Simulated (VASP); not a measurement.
AlCo, 2 atoms in the cell. It takes space group P4/mmm (No. 123, tetragonal). The conventional cell has a = 2.932 Å, b = 2.932 Å, c = 2.707 Å, α = 90.00°, β = 90.00°, γ = 90.00°. Al (site symmetry 4/mmm) has 8 Co at 2.48 Å and 6 Al at 2.71 to 2.93 Å within 3.3 Å. Co (site symmetry 4/mmm) has 8 Al at 2.48 Å and 6 Co at 2.71 to 2.93 Å within 3.3 Å.  This cell differs from its parent crystal: strain +0.040 along x and y, -0.040 along z.

* Program: VASP 6.6.1
* Task: single point
* Functional: PBEsol
* Potentials or basis: VASP PAW PBE potentials, release 64 (Al, Co)
* Cutoff: 520 eV
* k mesh: 16 × 16 × 16
* Occupations: gaussian, width 0.15 eV
* Spin: no spin polarisation
* Dipole correction: no
* Further INCAR settings: ALGO = Normal; EDIFF = 1e-07; NBANDS = 13

Potentials or basis: VASP PAW PBE potentials, release 64 (Al, Co).

Run with:

```console
$ cat potpaw_PBE.64/Al/POTCAR potpaw_PBE.64/Co/POTCAR > POTCAR
$ mpirun -np 1 vasp_std > vasp.out
```

Hardware: 1 thread of AMD EPYC 7R43 64-Core Processor (Zen 3), on a shared host.

How long does it take, and how much memory?

It took 110 s on 1 thread of AMD EPYC 7R43 64-Core Processor (Zen 3) (shared host), peak memory 0.21 GiB. Counts: scf iterations 14, k points 405.
